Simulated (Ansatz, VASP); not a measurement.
# Two plane-wave programs on BaF2

INCAR

```
SYSTEM = BaF2
PREC = Accurate
ENCUT = 600
EDIFF = 1E-6
ISMEAR = 0
SIGMA = 0.05
LREAL = .FALSE.
LASPH = .TRUE.
NELM = 120
ALGO = Normal
ISIF = 2
LWAVE = .FALSE.
LCHARG = .FALSE.
GGA = PS
NBANDS = 19
GGA_COMPAT = .FALSE.
```

File KPOINTS:

```
regular mesh
0
G
  6 6 6
  0 0 0
```

POSCAR

```
BaF2
1.0
    0.0000000000      3.0689008577      3.0689008577
    3.0689008577      0.0000000000      3.0689008577
    3.0689008577      3.0689008577      0.0000000000
Ba F
1 2
Direct
    0.0000000000      0.0000000000      0.0000000000
    0.2500000000      0.2500000000      0.2500000000
    0.7500000000      0.7500000000      0.7500000000
```

Input for Ansatz:

```yaml
crystal:
  lattice:
    - [0.0, 3.0689008577, 3.0689008577]
    - [3.0689008577, 0.0, 3.0689008577]
    - [3.0689008577, 3.0689008577, 0.0]
  atoms:
    - { symbol: Ba, position: [0.0, 0.0, 0.0] }
    - { symbol: F, position: [0.25, 0.25, 0.25] }
    - { symbol: F, position: [0.75, 0.75, 0.75] }
basis:
  ecutwfc: 420
kpoints:
  mp_grid: { grid: [6, 6, 6] }
hamiltonian:
  xc: pbesol
scf:
  occupations: { method: gaussian, width: 0.05 }
output:
  forces: true
  stress: true
  eigenvalues: true
  write_density: true
  write_potential: true
  elf: true
  volumetric_format: npy
```

Alike in both runs: task single point; functional PBEsol; k mesh 6 × 6 × 6; occupations gaussian, width 0.05 eV; no spin polarisation.

```csv
,VASP,Ansatz
version,VASP 6.6.1,Ansatz 0.2.0
potentials or method,"VASP PAW PBE potentials, release 64 (Ba_sv, F), cutoff 600 eV","scalar-relativistic, plane waves, PAW"
valence electrons in the cell,24,24
```

```tsv
	VASP	Ansatz	Ansatz less VASP
gap on the k mesh at the Fermi level (eV)	6.77	6.86	+0.086
least direct gap on the mesh (eV)	6.85	6.95	+0.099
pressure (GPa)	1.2	0.0	-1.21
```

VASP's potentials were made for PBE, not for PBEsol.

Spin-orbit coupling is off throughout.
